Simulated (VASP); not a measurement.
# CsHg (NaTl type) (Fd-3m) in VASP: density of states with LDA

Aim: the density of states of CsHg (NaTl type) with LDA.

All numbers are computed with VASP 6.6.1; they aren't measurements. Logs are shortened: lines on timing, memory, paths and dates and some standing lists are left out, and cuts for length are marked.

**1. The cell of the first run**

The structure is cubic, space group Fd-3m (No. 227). Conventional cell: a = 8.185 Å, b = 8.185 Å, c = 8.185 Å, α = 90.00°, β = 90.00°, γ = 90.00°. Cs (site symmetry -43m) has 4 Cs at 3.54 Å and 10 Hg at 3.54 to 4.09 Å within 4.7 Å. Hg (site symmetry -43m) has 4 Hg at 3.54 Å and 10 Cs at 3.54 to 4.09 Å within 4.7 Å.

**2. Density of states, LDA**

Input file POSCAR:

```
CsHg
1.0
    0.0000000000      4.0926596373      4.0926596373
    4.0926596373      0.0000000000      4.0926596373
    4.0926596373      4.0926596373      0.0000000000
Cs Hg
2 2
Direct
    0.1250000000      0.1250000000      0.1250000000
   -0.1250000000     -0.1250000000     -0.1250000000
    0.3750000000      0.3750000000      0.3750000000
   -0.3750000000     -0.3750000000     -0.3750000000
```

Input file INCAR.step1:

```
PREC = Accurate
ENCUT = 520
EDIFF = 1E-7
ISMEAR = -1
SIGMA = 0.05
LREAL = F
LASPH = T
NELM = 80
ALGO = Normal
ISIF = 2
LWAVE = F
LCHARG = T
GGA = CA
NBANDS = 29
```

Input file KPOINTS.step1:

```
regular mesh
0
Gamma
  6 6 6
```

Input file INCAR.step2:

```
PREC = Accurate
ENCUT = 520
EDIFF = 1E-7
ISMEAR = -5
SIGMA = 0.05
LREAL = F
LASPH = T
NELM = 80
ALGO = Normal
ISIF = 2
LWAVE = F
LCHARG = F
GGA = CA
LORBIT = 11
NEDOS = 1001
ICHARG = 11
```

Input file KPOINTS.step2:

```
regular mesh
0
Gamma
  9 9 9
```

Potentials or basis: VASP PAW LDA potentials, release 64 (Cs_sv, Hg).

Run with:

```
$ cat potpaw_LDA.64/Cs_sv/POTCAR potpaw_LDA.64/Hg/POTCAR > POTCAR
$ cp INCAR.step1 INCAR
$ cp KPOINTS.step1 KPOINTS
$ mpirun -np 1 vasp_std > vasp.out
$ cp INCAR.step2 INCAR
$ cp KPOINTS.step2 KPOINTS
$ mpirun -np 1 vasp_std > vasp.out
```

OUTCAR:

```text
PREC = Accurate
   ENCUT = 520
   EDIFF = 1E-7
   ISMEAR = -5
   LREAL = F
   LASPH = T
   NELM = 80
   ISIF = 2
   GGA = CA
   LORBIT = 11
   ICHARG = 11

 ion  position               nearest neighbor table
   1  0.125  0.125  0.125-
   2  0.875  0.875  0.875-
   3  0.375  0.375  0.375-   4 3.54   4 3.54   4 3.54   4 3.54
   4  0.625  0.625  0.625-   3 3.54   3 3.54   3 3.54   3 3.54

  LATTYP: Found a face centered cubic cell.
 ALAT       =     8.1853192746

  Lattice vectors:

 A1 = (   0.0000000000,   4.0926596373,   4.0926596373)
 A2 = (   4.0926596373,   0.0000000000,   4.0926596373)
 A3 = (   4.0926596373,   4.0926596373,   0.0000000000)

Analysis of symmetry for initial positions (statically):
=====================================================================
 Subroutine PRICEL returns:
 Original cell was already a primitive cell.

 Routine SETGRP: Setting up the symmetry group for a
 face centered cubic supercell.

 Subroutine GETGRP returns: Found 48 space group operations
 (whereof 12 operations were pure point group operations)
 out of a pool of 48 trial point group operations.

The static configuration has the point symmetry D_3d.
 The point group associated with its full space group is O_h .

Analysis of symmetry for dynamics (positions and initial velocities):
=====================================================================
 Subroutine PRICEL returns:
 Original cell was already a primitive cell.

 Routine SETGRP: Setting up the symmetry group for a
 face centered cubic supercell.

 Subroutine GETGRP returns: Found 48 space group operations
 (whereof 12 operations were pure point group operations)
 out of a pool of 48 trial point group operations.

The dynamic configuration has the point symmetry D_3d.
 The point group associated with its full space group is O_h .

 Subroutine INISYM returns: Found 48 space group operations
 (whereof 12 operations are pure point group operations),
 and found     1 'primitive' translations

----------------------------------------------------------------------------------------

                                     Primitive cell

  volume of cell :     137.1030

  direct lattice vectors                    reciprocal lattice vectors
[... 93 lines left out ...]
   EDIFF  = 0.1E-06   stopping-criterion for ELM
   LREAL  =      F    real-space projection
   EDIFFG = 0.1E-05   stopping-criterion for IOM
   NSW    =      0    number of steps for IOM
   IBRION =     -1    ionic relax: 0-MD 1-quasi-New 2-CG
   NFREE  =      0    steps in history (QN), initial steepest desc. (CG)
   ISIF   =      2    stress and relaxation
   ISYM   =      2    0-nonsym 1-usesym 2-fastsym
   POTIM  = 0.5000    time-step for ionic-motion
   TEBEG  =    0.0;   TEEND  =   0.0 temperature during run
   PSTRESS=    0.0 pullay stress
   NELECT =      42.0000    total number of electrons
   NUPDOWN=      -1.0000    fix difference up-down
   EMIN   =  10.00;   EMAX   =-10.00  energy-range for DOS
   EFERMI =   0.00;   METHOD = LEGACY
   ISMEAR =    -5;   SIGMA  =   0.05  broadening in eV -4-tet -1-fermi 0-gaus
   EFERMI_NEDOS =   21; number of points for ismear=-14 and -15
   IALGO  =     38    algorithm
   IMIX   =      4    mixing-type and parameters
     AMIX     =   0.40;   BMIX     =  1.00
     AMIX_MAG =   1.60;   BMIX_MAG =  1.00
  volume/ion in A,a.u.               =      34.28       231.30
  Fermi-wavevector in a.u.,A,eV,Ry     =   1.103593  2.085489 16.570776  1.217918
  Thomas-Fermi vector in A             =   2.240053
   LORBIT       =     11    0 simple, 1 ext, 2 COOP (PROOUT), +10 PAW based schemes
   GGA     = CA    functional components
   LHFCALC =     F    Hartree Fock is set to
   AEXX    =    0.0000 exact exchange contribution
   IVDW    =     0    specifies the selected vdW correction
   LEPSILON=     F    determine dielectric tensor
   LRPA    =     F    only Hartree local field effects (RPA)
 non-spin polarized calculation
 Fermi weights with tetrahedron method with Bloechl corrections
  energy-cutoff  :      520.00
  volume of cell :      137.10
 maximum number of plane-waves:      3717
 NGX is ok and might be reduce to    48

 number of electron      41.9999998 magnetization

 Free energy of the ion-electron system (eV)
  ---------------------------------------------------
  ext. energy  EPLUGINS =         0.00000000
  ---------------------------------------------------
  free energy    TOTEN  =        -4.51500479 eV

  energy without entropy =       -4.51500479  energy(sigma->0) =       -4.51500479

 E-fermi :   3.0202     XC(G=0):  -9.5061

 val. band max:        3.0343171603   @ k =   0.4444   0.1111   0.0000
 cond. band min:       3.0064758994   @ k =   0.4444   0.2222   0.1111
 fundamental gap:     -0.0278412609
 Fermi energy:         3.0201906971

 k-point     1 :       0.0000    0.0000    0.0000
  band No.  band energies     occupation
      1     -20.2416      2.00000
      2     -19.6076      2.00000
      3      -7.4562      2.00000
      4      -7.4562      2.00000
      5      -7.4562      2.00000
      6      -6.4938      2.00000
[... 661 lines left out ...]
     24       5.1979      0.00000
     25       6.3575      0.00000

 [... further k-points ...]
[... 5 lines left out ...]
  --------------------------------------------------------------------------------------
  -------------------------------------------------------------------------------------
  Total        0.0562929      0.0562929      0.0562929      0.0000000     -0.0000000      0.0000000
  in kB        0.6578358      0.6578358      0.6578358      0.0000000     -0.0000000      0.0000000
  external PRESSURE =       0.6578358 kB  Pullay stress =       0.0000000 kB

 VOLUME and BASIS-vectors are now :
 -----------------------------------------------------------------------------
  energy-cutoff  :      520.00
  volume of cell :      137.10
      direct lattice vectors                 reciprocal lattice vectors
     0.000000000  4.092659637  4.092659637    -0.122169944  0.122169944  0.122169944
     4.092659637  0.000000000  4.092659637     0.122169944 -0.122169944  0.122169944
     4.092659637  4.092659637  0.000000000     0.122169944  0.122169944 -0.122169944

 POSITION                                       TOTAL-FORCE (eV/Angst)
 -----------------------------------------------------------------------------------
      1.02316      1.02316      1.02316        -0.000000     -0.000000     -0.000000
      7.16215      7.16215      7.16215         0.000000      0.000000      0.000000
      3.06949      3.06949      3.06949         0.000000      0.000000      0.000000
      5.11582      5.11582      5.11582        -0.000000     -0.000000     -0.000000
 -----------------------------------------------------------------------------------
    total drift:                                0.000000     -0.000000      0.000000

  FREE ENERGIE OF THE ION-ELECTRON SYSTEM (eV)
  ---------------------------------------------------
  free  energy   TOTEN  =        -4.5150047928 eV

  energy  without entropy=       -4.5150047928  energy(sigma->0) =       -4.51500479

 total charge

# of ion       s       p       d       tot
------------------------------------------
    1        1.837   4.635   0.103   6.574
    2        1.837   4.635   0.103   6.574
    3        0.952   0.218   9.291  10.461
    4        0.952   0.218   9.291  10.461
--------------------------------------------------
tot          5.577   9.706  18.788  34.070
```

OUTCAR.step1:

```text
PREC = Accurate
   ENCUT = 520
   EDIFF = 1E-7
   ISMEAR = -1
   LREAL = F
   LASPH = T
[... 730 lines left out ...]
      1.02316      1.02316      1.02316        -0.000000     -0.000000     -0.000000
      7.16215      7.16215      7.16215        -0.000000      0.000000      0.000000
      3.06949      3.06949      3.06949         0.000000      0.000000      0.000000
      5.11582      5.11582      5.11582        -0.000000     -0.000000     -0.000000
 -----------------------------------------------------------------------------------
    total drift:                                0.000000      0.000000      0.000000

  FREE ENERGIE OF THE ION-ELECTRON SYSTEM (eV)
  ---------------------------------------------------
  free  energy   TOTEN  =        -4.5313400855 eV

  energy  without entropy=       -4.4887689752  energy(sigma->0) =       -4.51005453
```

OSZICAR.step1:

```text
N       E                     dE             d eps       ncg     rms          rms(c)
DAV:   1     0.308209331129E+03    0.30821E+03   -0.19180E+04   928   0.129E+03
DAV:   2     0.161324964053E+02   -0.29208E+03   -0.28030E+03  1021   0.297E+02
DAV:   3    -0.453309472665E+01   -0.20666E+02   -0.20535E+02  1100   0.801E+01
DAV:   4    -0.476319339006E+01   -0.23010E+00   -0.22985E+00  1071   0.844E+00
DAV:   5    -0.476471816211E+01   -0.15248E-02   -0.15247E-02  1111   0.687E-01    0.252E+00
DAV:   6    -0.455670488686E+01    0.20801E+00   -0.61008E-01  1043   0.506E+00    0.162E+00
DAV:   7    -0.453750715031E+01    0.19198E-01   -0.42220E-02  1038   0.104E+00    0.108E+00
DAV:   8    -0.453140287046E+01    0.61043E-02   -0.10051E-02  1059   0.575E-01    0.904E-02
DAV:   9    -0.453135580653E+01    0.47064E-04   -0.13154E-03  1043   0.230E-01    0.437E-02
DAV:  10    -0.453134122645E+01    0.14580E-04   -0.12093E-04  1053   0.595E-02    0.990E-03
DAV:  11    -0.453134016048E+01    0.10660E-05   -0.33626E-06  1089   0.114E-02    0.549E-03
DAV:  12    -0.453134006528E+01    0.95205E-07   -0.29971E-06  1075   0.896E-03    0.738E-04
DAV:  13    -0.453134008550E+01   -0.20224E-07   -0.32062E-07   825   0.273E-03
   1 F= -.45313401E+01 E0= -.45100545E+01  d E =-.425711E-01
```

Wall time 4.1 min (1 thread of AMD EPYC 7R43 (Zen 3), shared host); peak memory 0.24 GiB.

What came out:

```
Valence electrons inside the program's atomic spheres : Cs 6.57; Hg 10.46
```

Levels at points of the mesh, in eV from the Fermi level:
```
           k point  band 17  band 18  band 19  band 20  band 21  band 22  band 23  band 24
(0.00, 0.00, 0.00)    -6.73    -6.73    -6.22    -1.72     0.61     0.61     0.61     2.02
```

Caveat: spin-orbit coupling is left out, which moves the levels of the heavy elements; tetrahedron occupations give inexact forces and stress in metals.
